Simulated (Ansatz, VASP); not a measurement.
ZnCu: VASP beside Ansatz

```
Zn Cu
1.0
     2.93325    0.00000    0.00000
     0.00000    2.93325    0.00000
     0.00000    0.00000    2.93325
Zn Cu
1 1
Cartesian
  1.4666 1.4666 1.4666
  0.0000 0.0000 0.0000
```

Alike in both runs: task single point; functional PBE; k mesh 14 × 14 × 14; occupations gaussian, width 0.1 eV; no spin polarisation.

|  | VASP | Ansatz |
| --- | --- | --- |
| version | VASP 6.6.1 | Ansatz 0.2.0 |
| potentials or method | VASP PAW PBE potentials, release 64 (Zn, Cu), cutoff 520 eV | scalar-relativistic, plane waves, PAW |
| valence electrons in the cell | 23 | 31 |

```csv
,VASP,Ansatz,Ansatz less VASP
gap on the k mesh at the Fermi level (eV),none,none,-
pressure (GPa),4.3,3.8,-0.52
```

A gap of «none» marks a metal or a gap that the smearing closes. The functional is the same, so the differences come from potentials, cutoffs and numerics. VASP's potentials hold 23 valence electrons a cell and Ansatz's 31, so a difference there can come from the potentials and not from the codes.
